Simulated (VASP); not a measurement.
Write the native input for VASP 6.6.1 that does the following.

- Task: single point
- Functional: PBE
- Potentials or basis: VASP PAW PBE potentials, release 64 (Hg, Te)
- Cutoff: 520 eV
- k mesh: 12 × 12 × 12
- Occupations: gaussian, width 0.1 eV
- Spin: no spin polarisation
- Dipole correction: no
- Further INCAR settings: ALGO = Normal; EDIFF = 1e-06; NBANDS = 16

The structure of HgTe lies in POSCAR:

```
HgTe
1.0
    0.0000000000      3.2928054254      3.2928054254
    3.2928054254      0.0000000000      3.2928054254
    3.2928054254      3.2928054254      0.0000000000
Hg Te
1 1
Direct
    0.0000000000      0.0000000000      0.0000000000
    0.2500000000      0.2500000000      0.2500000000
```

This cell differs from its parent crystal: volume scaled by 0.97.

These files were run (other wordings do the same):

INCAR

```
ALGO = Normal
EDIFF = 1E-6
ENCUT = 520
GGA = PE
ISIF = 2
ISMEAR = 0
LASPH = True
LCHARG = True
LELF = True
LREAL = False
LVHAR = True
LWAVE = False
NBANDS = 16
NELM = 80
PREC = Accurate
SIGMA = 0.1
```

KPOINTS

```
k-points
0
Gamma
  12 12 12
```

Potentials or basis: VASP PAW PBE potentials, release 64 (Hg, Te).

Command:

```console
$ cat potpaw_PBE.64/Hg/POTCAR potpaw_PBE.64/Te/POTCAR > POTCAR
$ mpirun -np 1 vasp_std > vasp.out
```

It gave:

| Quantity | Value |
| --- | --- |
| Pressure | 1.1 GPa |
| Band gap on the k mesh | zero (filled and empty bands touch) |

Caveat: spin-orbit coupling is left out, which moves the levels of the heavy elements.

Run time: 59 s on 1 thread of Intel(R) Xeon(R) Platinum 8259CL CPU @ 2.50GHz (Skylake/Cascade Lake) (shared host), peak memory 0.26 GiB.
